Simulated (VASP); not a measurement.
# MoS2 (P6_3/mmc) in VASP: single point with PBE+D3(BJ)

Aim: the single point of MoS2 with PBE+D3(BJ).

Everything below comes from runs of VASP 6.6.1. Logs are shortened: lines on timing, memory, paths and dates and some standing lists are left out, and cuts for length are marked.

**1. The cell of the first run**

Symmetry: P6_3/mmc, No. 194, hexagonal system. The conventional cell has a = 3.228 Å, b = 3.228 Å, c = 12.394 Å, α = 90.00°, β = 90.00°, γ = 120.00°. Mo (site symmetry -6m2) has 6 S at 2.46 Å within 3.2 Å. S (site symmetry 3m) has 3 Mo at 2.46 Å within 3.2 Å.

**2. Single point, PBE+D3(BJ)**

Contents of INCAR:

```
ALGO = Normal
EDIFF = 1E-7
ENCUT = 520
GGA = PE
ISIF = 2
ISMEAR = 0
IVDW = 12
LASPH = True
LCHARG = True
LELF = True
LREAL = False
LVHAR = True
LWAVE = False
NBANDS = 35
NELM = 60
PREC = Accurate
SIGMA = 0.05
```

Contents of KPOINTS:

```
k-points
0
Gamma
  12 12 4
```

Contents of POSCAR:

```
MoS2
1.0
    3.2280918902      0.0000000000      0.0000000000
   -1.6140459451      2.7956095827      0.0000000000
    0.0000000000      0.0000000000     12.3940612177
Mo S
2 4
Direct
    0.3333333333      0.6666666667      0.2500000000
    0.6666666667      0.3333333333      0.7500000000
    0.3333333333      0.6666666667      0.6204968003
    0.6666666667      0.3333333333      0.1204968003
    0.3333333333      0.6666666667      0.8795031997
    0.6666666667      0.3333333333      0.3795031997
```

Potentials or basis: VASP PAW PBE potentials, release 64 (Mo_sv, S).

On the command line:

```console
$ cat potpaw_PBE.64/Mo_sv/POTCAR potpaw_PBE.64/S/POTCAR > POTCAR
$ mpirun -np 1 vasp_std > vasp.out
```

OUTCAR:

```text
EDIFF = 1E-7
   ENCUT = 520
   GGA = PE
   ISIF = 2
   ISMEAR = 0
   IVDW = 12
   LASPH = True
   LREAL = False
   NELM = 60
   PREC = Accurate
 IVDW          = 12

 ion  position               nearest neighbor table
   1  0.333  0.667  0.250-   4 2.46   6 2.46   4 2.46   6 2.46   4 2.46   6 2.46
   2  0.667  0.333  0.750-   3 2.46   5 2.46   3 2.46   5 2.46   3 2.46   5 2.46
   3  0.333  0.667  0.620-   2 2.46   2 2.46   2 2.46
   4  0.667  0.333  0.120-   1 2.46   1 2.46   1 2.46
   5  0.333  0.667  0.880-   2 2.46   2 2.46   2 2.46
   6  0.667  0.333  0.380-   1 2.46   1 2.46   1 2.46

  LATTYP: Found a hexagonal cell.
 ALAT       =     3.2280918902
 C/A-ratio  =     3.8394387890

  Lattice vectors:

 A1 = (   3.2280918902,   0.0000000000,   0.0000000000)
 A2 = (  -1.6140459451,   2.7956095827,   0.0000000000)
 A3 = (   0.0000000000,   0.0000000000,  12.3940612177)

Analysis of symmetry for initial positions (statically):
=====================================================================
 Subroutine PRICEL returns:
 Original cell was already a primitive cell.

 Routine SETGRP: Setting up the symmetry group for a
 hexagonal supercell.

 Subroutine GETGRP returns: Found 24 space group operations
 (whereof 12 operations were pure point group operations)
 out of a pool of 24 trial point group operations.

The static configuration has the point symmetry D_3d.
 The point group associated with its full space group is D_6h.

Analysis of symmetry for dynamics (positions and initial velocities):
=====================================================================
 Subroutine PRICEL returns:
 Original cell was already a primitive cell.

 Routine SETGRP: Setting up the symmetry group for a
 hexagonal supercell.

 Subroutine GETGRP returns: Found 24 space group operations
 (whereof 12 operations were pure point group operations)
 out of a pool of 24 trial point group operations.

The dynamic configuration has the point symmetry D_3d.
 The point group associated with its full space group is D_6h.

 Subroutine INISYM returns: Found 24 space group operations
 (whereof 12 operations are pure point group operations),
 and found     1 'primitive' translations

----------------------------------------------------------------------------------------

                                     Primitive cell

  volume of cell :     111.8500

  direct lattice vectors                    reciprocal lattice vectors
     3.228091890  0.000000000  0.000000000     0.309780525  0.178851869  0.000000000
    -1.614045945  2.795609583  0.000000000     0.000000000  0.357703739  0.000000000
     0.000000000  0.000000000 12.394061218     0.000000000  0.000000000  0.080683804

  length of vectors
     3.228091890  3.228091890 12.394061218     0.357703739  0.357703739  0.080683804

  position of ions in fractional coordinates (direct lattice)
     0.333333333  0.666666667  0.250000000
     0.666666667  0.333333333  0.750000000
     0.333333333  0.666666667  0.620496800
     0.666666667  0.333333333  0.120496800
     0.333333333  0.666666667  0.879503200
     0.666666667  0.333333333  0.379503200

  ion indices of the primitive-cell ions
   primitive index   ion index
                 1           1
                 2           2
                 3           3
                 4           4
                 5           5
                 6           6

----------------------------------------------------------------------------------------

 KPOINTS: k-points

Automatic generation of k-mesh.
 Grid dimensions read from file:
 generate k-points for:   12   12    4

 Generating k-lattice:

  Cartesian coordinates                     Fractional coordinates (reciprocal lattice)
     0.025815044  0.014904322  0.000000000     0.083333333  0.000000000  0.000000000
     0.000000000  0.029808645  0.000000000     0.000000000  0.083333333  0.000000000
     0.000000000  0.000000000  0.020170951     0.000000000  0.000000000  0.250000000

  Length of vectors
     0.029808645  0.029808645  0.020170951

  Shift w.r.t. Gamma in fractional coordinates (k-lattice)
     0.000000000  0.000000000  0.000000000

 Subroutine IBZKPT returns following result:
 ===========================================

 Found     57 irreducible k-points:

 Following reciprocal coordinates:
            Coordinates               Weight
  0.000000  0.000000  0.000000      1.000000
  0.083333  0.000000  0.000000      6.000000
  0.166667  0.000000  0.000000      6.000000
  0.250000  0.000000  0.000000      6.000000
  0.333333 -0.000000  0.000000      6.000000
  0.416667 -0.000000  0.000000      6.000000
[... 16 lines left out ...]
  0.250000  0.000000  0.250000     12.000000
  0.333333 -0.000000  0.250000     12.000000
 [... further k-points ...]
   k-points           NKPTS =     57   k-points in BZ     NKDIM =     57   number of bands    NBANDS=     35
   number of dos      NEDOS =    301   number of ions     NIONS =      6
   total plane-waves  NPLWV =  55296
   dimension x,y,z NGX =    24 NGY =   24 NGZ =   96
   dimension x,y,z NGXF=    48 NGYF=   48 NGZF=  192
   ions per type =               2   4
   NGX,Y,Z   is equivalent  to a cutoff of  12.36, 12.36, 12.88 a.u.
   NGXF,Y,Z  is equivalent  to a cutoff of  24.72, 24.72, 25.75 a.u.
 SYSTEM =  unknown system
   PREC   = accura    normal or accurate (medium, high low for compatibility)
   ISTART =      0    job   : 0-new  1-cont  2-samecut
   ICHARG =      2    charge: 1-file 2-atom 10-const
   ISPIN  =      1    spin polarized calculation?
   LNONCOLLINEAR =      F non collinear calculations
   LSORBIT =      F    spin-orbit coupling
   LASPH  =      T    aspherical Exc in radial PAW
   ENCUT  =  520.0 eV  38.22 Ry    6.18 a.u.   6.00  6.00 23.04*2*pi/ulx,y,z
   NELM   =     60;   NELMIN=  2; NELMDL= -5     # of ELM steps
   EDIFF  = 0.1E-06   stopping-criterion for ELM
   LREAL  =      F    real-space projection
   EDIFFG = 0.1E-05   stopping-criterion for IOM
   NSW    =      0    number of steps for IOM
   IBRION =     -1    ionic relax: 0-MD 1-quasi-New 2-CG
   NFREE  =      0    steps in history (QN), initial steepest desc. (CG)
   ISIF   =      2    stress and relaxation
   ISYM   =      2    0-nonsym 1-usesym 2-fastsym
   POTIM  = 0.5000    time-step for ionic-motion
   TEBEG  =    0.0;   TEEND  =   0.0 temperature during run
   PSTRESS=    0.0 pullay stress
   NELECT =      52.0000    total number of electrons
   NUPDOWN=      -1.0000    fix difference up-down
   EMIN   =  10.00;   EMAX   =-10.00  energy-range for DOS
   EFERMI =   0.00;   METHOD = LEGACY
   ISMEAR =     0;   SIGMA  =   0.05  broadening in eV -4-tet -1-fermi 0-gaus
   EFERMI_NEDOS =   21; number of points for ismear=-14 and -15
   IALGO  =     38    algorithm
   IMIX   =      4    mixing-type and parameters
     AMIX     =   0.40;   BMIX     =  1.00
     AMIX_MAG =   1.60;   BMIX_MAG =  1.00
  volume/ion in A,a.u.               =      18.64       125.80
  Fermi-wavevector in a.u.,A,eV,Ry     =   1.268228  2.396603 21.883634  1.608402
  Thomas-Fermi vector in A             =   2.401334
   LORBIT       =      0    0 simple, 1 ext, 2 COOP (PROOUT), +10 PAW based schemes
   GGA     = PE    functional components
   LHFCALC =     F    Hartree Fock is set to
   AEXX    =    0.0000 exact exchange contribution
   IVDW    =    12    specifies the selected vdW correction
   LEPSILON=     F    determine dielectric tensor
   LRPA    =     F    only Hartree local field effects (RPA)
 non-spin polarized calculation
 Gauss-broadening in eV      SIGMA  =   0.05
  energy-cutoff  :      520.00
  volume of cell :      111.85
 maximum number of plane-waves:      3048
   NGX = 13   NGY = 13   NGZ = 47

 number of electron      51.9999999 magnetization

 Free energy of the ion-electron system (eV)
  ---------------------------------------------------
  ext. energy  EPLUGINS =         0.00000000
  ---------------------------------------------------
  free energy    TOTEN  =       -43.47399492 eV

  energy without entropy =      -43.47399492  energy(sigma->0) =      -43.47399492

 E-fermi :   7.1569     XC(G=0): -10.6470

 val. band max:        6.9091567207   @ k =   0.0000   0.0000   0.0000
 cond. band min:       7.7692485342   @ k =   0.1667   0.1667   0.0000
 fundamental gap:      0.8600918134
 Fermi energy:         7.1569070913

 k-point     1 :       0.0000    0.0000    0.0000
  band No.  band energies     occupation
      1     -54.6100      2.00000
      2     -54.6100      2.00000
      3     -28.7070      2.00000
      4     -28.7069      2.00000
      5     -28.5413      2.00000
      6     -28.5413      2.00000
[... 27 lines left out ...]
     34       9.1630      0.00000
     35      12.2388      0.00000

 k-point     2 :       0.0833    0.0000    0.0000
  band No.  band energies     occupation
      1     -54.6080      2.00000
      2     -54.6080      2.00000
      3     -28.7030      2.00000
      4     -28.7029      2.00000
      5     -28.5625      2.00000
      6     -28.5625      2.00000
[... 27 lines left out ...]
     34       9.1240      0.00000
     35      12.7021      0.00000

 k-point     3 :       0.1667    0.0000    0.0000
  band No.  band energies     occupation
      1     -54.6025      2.00000
      2     -54.6025      2.00000
      3     -28.6920      2.00000
      4     -28.6919      2.00000
      5     -28.6200      2.00000
      6     -28.6200      2.00000
[... 27 lines left out ...]
     34       9.5265      0.00000
     35      13.6274      0.00000
[... 723 lines left out ...]
 k-point    23 :       0.2500    0.0000    0.2500
  band No.  band energies     occupation
      1     -54.5950      2.00000
      2     -54.5950      2.00000
      3     -28.6977      2.00000
      4     -28.6977      2.00000
      5     -28.6769      2.00000
      6     -28.6769      2.00000
[... 27 lines left out ...]
     34       9.9181      0.00000
     35      14.0446      0.00000

 k-point    24 :       0.3333   -0.0000    0.2500
  band No.  band energies     occupation
      1     -54.5875      2.00000
      2     -54.5874      2.00000
      3     -28.7744      2.00000
      4     -28.7744      2.00000
      5     -28.6619      2.00000
      6     -28.6618      2.00000
[... 27 lines left out ...]
     34      10.2223      0.00000
     35      13.3778      0.00000

 [... further k-points ...]

------------------------ aborting loop because EDIFF is reached ----------------------------------------

 Edisp (eV)   -2.43222

 E8    (eV) :    -0.9811

  FORCE on cell =-STRESS in cart. coord.  units (eV):
  Direction    XX          YY          ZZ          XY          YZ          ZX
  --------------------------------------------------------------------------------------
  -------------------------------------------------------------------------------------
  Total      -6.61191    -6.61191    -7.50052    -0.00000     0.00000     0.00000
  in kB     -94.71127   -94.71127  -107.44003    -0.00000     0.00000     0.00000
  external pressure =      -98.95 kB  Pullay stress =        0.00 kB

 VOLUME and BASIS-vectors are now :
 -----------------------------------------------------------------------------
  energy-cutoff  :      520.00
  volume of cell :      111.85
      direct lattice vectors                 reciprocal lattice vectors
     3.228091890  0.000000000  0.000000000     0.309780525  0.178851869  0.000000000
    -1.614045945  2.795609583  0.000000000     0.000000000  0.357703739  0.000000000
     0.000000000  0.000000000 12.394061218     0.000000000  0.000000000  0.080683804

 POSITION                                       TOTAL-FORCE (eV/Angst)
 -----------------------------------------------------------------------------------
     -0.00000      1.86374      3.09852         0.000000     -0.000000     -0.000000
      1.61405      0.93187      9.29555        -0.000000      0.000000     -0.000000
     -0.00000      1.86374      7.69048        -0.000000      0.000000      1.080165
      1.61405      0.93187      1.49344         0.000000      0.000000      1.080165
     -0.00000      1.86374     10.90062        -0.000000     -0.000000     -1.080165
      1.61405      0.93187      4.70359         0.000000     -0.000000     -1.080165
 -----------------------------------------------------------------------------------
    total drift:                               -0.000000      0.000000     -0.000000

  FREE ENERGIE OF THE ION-ELECTRON SYSTEM (eV)
  ---------------------------------------------------
  free  energy   TOTEN  =       -45.9062147160 eV

  energy  without entropy=      -45.9062147160  energy(sigma->0) =      -45.90621472
```

Run time: 3 min. Hardware: 1 thread of AMD EPYC 7R13 (Zen 3), shared host; peak memory 0.31 GiB.

Results:

```yaml
Free_energy: -45.9062 eV
Pressure: -9.9 GPa
Largest_force: 1.080 eV/Å
Band_gap_on_the_k_mesh: 0.86 eV, indirect (least direct gap 1.54 eV)
Dispersion_energy_per_atom: -0.405 eV
```

Forces in eV/Å, atoms in the order of the input:
```
Mo   0.000  0.000  0.000
Mo   0.000  0.000  0.000
S    0.000  0.000  1.080
S    0.000  0.000  1.080
S    0.000  0.000 -1.080
S    0.000  0.000 -1.080
```

Levels at points of the mesh, in eV from the valence-band top:
```tsv
k point	band 23	band 24	band 25	band 26	band 27	band 28	band 29	band 30
(0.00, 0.00, 0.00)	-1.93	-1.04	-1.02	0.00	2.00	2.00	2.04	2.04
(0.50, 0.00, 0.00)	-1.65	-1.42	-1.28	-1.14	1.52	1.57	1.88	2.13
(0.00, 0.00, 0.50)	-1.96	-1.96	-0.22	-0.22	2.00	2.00	2.00	2.00
(0.50, 0.00, 0.50)	-1.53	-1.53	-1.20	-1.20	1.54	1.54	2.01	2.01
```

Caveat: forces of over 1 eV/Å act on the atoms, so gaps and moduli don't describe the material at rest. A k mesh can miss the band edges.
